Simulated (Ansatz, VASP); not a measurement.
Two plane-wave programs on SnTe3

```
CELL_PARAMETERS angstrom
6.77848 0.00000 0.00000
-3.38924 5.87033 0.00000
0.00000 0.00000 5.86646
ATOMIC_POSITIONS crystal
Sn 0.66667 0.33333 0.25000
Sn 0.33333 0.66667 0.75000
Te 0.34967 0.17484 0.75000
Te 0.82516 0.17484 0.75000
Te 0.82516 0.65033 0.75000
Te 0.65033 0.82516 0.25000
Te 0.17484 0.82516 0.25000
Te 0.17484 0.34967 0.25000
```

Change from the starting cell: species swapped into the Na3Hg type (P6_3/mmc, No. 194).

Alike in both runs: functional PBE; k mesh 3 × 3 × 4; occupations gaussian, width 0.1 eV; no spin polarisation.

Ansatz relaxed the structure, and its values are those at the end. VASP's run is a single point on that final structure, the one shown.

|  | VASP | Ansatz |
| --- | --- | --- |
| version | VASP 6.6.1 | Ansatz 0.2.0 |
| potentials or method | VASP PAW PBE potentials, release 64 (Sn_d, Te), cutoff 520 eV | scalar-relativistic, plane waves, PAW |
| valence electrons in the cell | 64 | 124 |

|  | VASP | Ansatz | Ansatz less VASP |
| --- | --- | --- | --- |
| gap on the k mesh at the Fermi level (eV) | none | none | - |
| pressure (GPa) | 0.0 | 0.1 | +0.03 |
| rms of the force components (eV/Å) | 0.004 | 0.005 | +0.0006 |

A gap of «none» marks a metal or a gap that the smearing closes. The functional is the same, so the differences come from potentials, cutoffs and numerics. VASP's potentials hold 64 valence electrons a cell and Ansatz's 124, so a difference there can come from the potentials and not from the codes.

Spin-orbit coupling is off throughout.
